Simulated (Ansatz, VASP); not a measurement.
# Two plane-wave programs on SnO

File INCAR:

```
PREC = Accurate
ENCUT = 520
EDIFF = 1E-6
ISMEAR = 0
SIGMA = 0.15
LREAL = False
LASPH = True
NELM = 60
ALGO = Normal
ISIF = 2
LWAVE = False
LCHARG = True
GGA = PE
LELF = True
LVHAR = True
NBANDS = 28
```

The input KPOINTS:

```
Automatic mesh
0
Gamma
  14 14 12
```

Contents of POSCAR:

```
SnO
1.0
    3.4836217635      0.0000000000      0.0000000000
    0.0000000000      3.4836217635      0.0000000000
    0.0000000000      0.0000000000      5.7603454242
Sn O
2 2
Direct
    0.0000000000      0.5000000000      0.2385000000
    0.5000000000      0.0000000000      0.7615000000
    0.0000000000      0.0000000000      0.0000000000
    0.5000000000      0.5000000000      0.0000000000
```

Input for Ansatz:

```yaml
crystal:
  lattice:
    - [3.4836217635, 0.0, 0.0]
    - [0.0, 3.4836217635, 0.0]
    - [0.0, 0.0, 5.7603454242]
  atoms:
    - { symbol: Sn, position: [0.0, 0.5, 0.2385] }
    - { symbol: Sn, position: [0.5, 0.0, 0.7615] }
    - { symbol: O, position: [0.0, 0.0, 0.0] }
    - { symbol: O, position: [0.5, 0.5, 0.0] }
basis:
  ecutwfc: 420
kpoints:
  mp_grid: { grid: [14, 14, 12] }
hamiltonian:
  xc: pbe
scf:
  occupations: { method: gaussian, width: 0.15 }
output:
  forces: true
  stress: true
  eigenvalues: true
```

Alike in both runs: task single point; functional PBE; k mesh 14 × 14 × 12; occupations gaussian, width 0.15 eV; no spin polarisation.

|  | VASP | Ansatz |
| --- | --- | --- |
| version | VASP 6.6.1 | Ansatz 0.2.0 |
| potentials or method | VASP PAW PBE potentials, release 64 (Sn_d, O), cutoff 520 eV | scalar-relativistic, plane waves, PAW |
| valence electrons in the cell | 40 | 40 |

```csv
,VASP,Ansatz,Ansatz less VASP
gap on the k mesh at the Fermi level (eV),0.19,0.19,+0.002
least direct gap on the mesh (eV),0.84,0.84,0.000
pressure (GPa),7.3,7.1,-0.25
"traceless stress, the component that is largest in VASP (GPa)",-18.96,-19.02,-0.061
rms of the force components (eV/Å),0.806,0.836,+0.0296
```

Atom by atom the forces differ by 0.030 eV/Å (rms over components).
